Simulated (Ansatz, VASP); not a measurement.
# One calculation of Au, two programs

```xyz
5
Lattice="2.9401 0.0000 0.0000 -1.4700 2.5462 0.0000 0.0000 0.0000 25.6023" Properties=species:S:1:pos:R:3 pbc="T T T"
Au    2.2051    0.4244    8.0000
Au   -0.7350    2.1218   10.4006
Au    0.7350    1.2731   12.8011
Au    2.2051    0.4244   15.2017
Au   -0.7350    2.1218   17.6023
```

Alike in both runs: task single point; functional PBE; k mesh 13 × 13 × 1; occupations fermi-dirac, width 0.05 eV; no spin polarisation.

```csv
,VASP,Ansatz
version,VASP 6.6.1,Ansatz 0.2.0
potentials or method,"VASP PAW PBE potentials, release 64 (Au), cutoff 520 eV","all-electron LAPW, scalar-relativistic"
```

```csv
,VASP,Ansatz,Ansatz less VASP
rms of the force components (eV/Å),0.045,0.046,+0.0017
```

Atom by atom the forces differ by 0.002 eV/Å (rms over components). Ansatz ran all-electron here, and VASP with PAW potentials.

Spin-orbit coupling is off throughout.
